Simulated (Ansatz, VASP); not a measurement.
# CdO5: VASP beside Ansatz

```
Cd O
1.0
     0.00000    3.13434    3.13434
     3.13434    0.00000    3.13434
     3.13434    3.13434    0.00000
Cd O
1 5
Cartesian
  0.0000 0.0000 0.0000
  1.5672 1.5672 1.5672
  3.9071 2.3616 2.3616
  3.9071 3.9071 3.9071
  2.3616 3.9071 2.3616
  2.3616 2.3616 3.9071
```

Change from the starting cell: species swapped into the ZrCu5 type (F-43m, No. 216).

Alike in both runs: functional PBE; k mesh 4 × 4 × 4; occupations gaussian, width 0.1 eV; collinear spin.

Ansatz relaxed the structure, and its values are those at the end. VASP's run is a single point on that final structure, the one shown.

```csv
,VASP,Ansatz
version,VASP 6.6.1,Ansatz 0.2.0
potentials or method,"VASP PAW PBE potentials, release 64 (Cd, O), cutoff 520 eV","scalar-relativistic, plane waves, PAW"
valence electrons in the cell,42,50
```

Ansatz gave:

| Property | Result |
| --- | --- |
| gap on the k mesh at the Fermi level (eV) | none |
| pressure (GPa) | -0.2 |
| rms of the force components (eV/Å) | 0.008 |
| net moment per atom (μB) | 0.81 |
| size of the moment on the site where the two differ most (μB) | 1.49 |

Question: Estimate VASP's values.

Answer: gap on the k mesh at the Fermi level (eV): none; pressure (GPa): -0.1; rms of the force components (eV/Å): 0.012; net moment per atom (μB): 0.81; size of the moment on the site where the two differ most (μB): 1.28.

Site moments also hang on the region over which each program counts them. A gap of «none» marks a metal or a gap that the smearing closes. The functional is the same, so the differences come from potentials, cutoffs and numerics. VASP's potentials hold 42 valence electrons a cell and Ansatz's 50, so a difference there can come from the potentials and not from the codes.

The k mesh is coarse, so the values compare programs but aren't converged.
